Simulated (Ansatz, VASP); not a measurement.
## One calculation of KBr, two programs

Contents of POSCAR:

```
KBr
1.0
    0.0000000000      3.6882992926      3.6882992926
    3.6882992926      0.0000000000      3.6882992926
    3.6882992926      3.6882992926      0.0000000000
K Br
1 1
Direct
    0.0000000000      0.0000000000      0.0000000000
    0.2500000000      0.2500000000      0.2500000000
```

INCAR.step1

```
SYSTEM = KBr
  PREC = Accurate
  ENCUT = 520
  EDIFF = 1E-5
  ISMEAR = 0
  SIGMA = 0.01
  LREAL = .False.
  LASPH = .True.
  NELM = 60
  ALGO = Normal
  ISIF = 2
  LWAVE = .True.
  GGA = PE
  NBANDS = 15
```

File INCAR.step2:

```
SYSTEM = KBr
  PREC = Accurate
  ENCUT = 520
  EDIFF = 1E-6
  ISMEAR = 0
  SIGMA = 0.01
  LREAL = .False.
  LASPH = .True.
  NELM = 60
  ALGO = Normal
  ISIF = 2
  LWAVE = .False.
  LCHARG = .True.
  GGA = PE
  LHFCALC = .True.
  AEXX = 0.3
  HFSCREEN = 0.3
  PRECFOCK = Normal
  LELF = .True.
  LVHAR = .True.
  ISTART = 1
  NBANDS = 15
```

The input KPOINTS:

```
Automatic mesh
0
Gamma
  4 4 4
  0 0 0
```

Input for Ansatz:

```yaml
crystal:
  lattice:
    - [0.0, 3.6882992926, 3.6882992926]
    - [3.6882992926, 0.0, 3.6882992926]
    - [3.6882992926, 3.6882992926, 0.0]
  atoms:
    - { symbol: K, position: [0.0, 0.0, 0.0] }
    - { symbol: Br, position: [0.25, 0.25, 0.25] }
kpoints:
  mp_grid: { grid: [4, 4, 4] }
hamiltonian:
  xc: { exchange: pbe, correlation: pbe, exx: { coeff: 0.3, omega: 0.3 } }
scf:
  occupations: { method: fixed }
  n_extra_bands: 4
output:
  forces: true
  stress: true
  eigenvalues: true
```

Alike in both runs: task single point; functional PBE-based screened hybrid; k mesh 4 × 4 × 4; no spin polarisation.

|  | VASP | Ansatz |
| --- | --- | --- |
| version | VASP 6.6.1 | Ansatz 0.2.0 |
| potentials or method | VASP PAW PBE potentials, release 64 (K_sv, Br) | plane waves |
| plane-wave cutoff (eV) | 520 | 420 |
| occupations | gaussian, width 0.01 eV | fixed |
| valence electrons in the cell | 16 | 16 |

```tsv
	VASP	Ansatz	Ansatz less VASP
gap on the k mesh at the Fermi level (eV)	5.34	5.34	+0.001
pressure (GPa)	0.1	0.1	-0.01
```

VASP's potentials were made for PBE, not for PBE-based screened hybrid. Ansatz's warnings: stress exchange threshold loose, stress scf threshold loose.
